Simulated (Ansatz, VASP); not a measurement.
# Os in VASP and in Ansatz

```
Os
1.0
     2.76547    0.00000    0.00000
    -1.38273    2.39497    0.00000
     0.00000    0.00000    4.35698
Os
2
Cartesian
  0.0000 1.5966 1.0892
  1.3827 0.7983 3.2677
```

Alike in both runs: task single point; functional RPBE; k mesh 13 × 13 × 7; occupations fermi-dirac, width 0.1 eV; non-collinear spin, spin-orbit coupling.

|  | VASP | Ansatz |
| --- | --- | --- |
| version | VASP 6.6.1 | Ansatz 0.2.0 |
| potentials or method | VASP PAW PBE potentials, release 64 (Os), cutoff 520 eV | plane waves (420 eV) with PAW, fully relativistic with spin-orbit coupling |
| valence electrons in the cell | 16 | 32 |

|  | VASP | Ansatz | Ansatz less VASP |
| --- | --- | --- | --- |
| net moment per atom (μB) | 0.00 | 0.00 | 0.000 |

VASP's potentials were made for PBE, not for RPBE. With one functional, cell and mesh, what is left measures potentials, basis and numerics. VASP's potentials hold 16 valence electrons a cell and Ansatz's 32, so a difference there can come from the potentials and not from the codes.
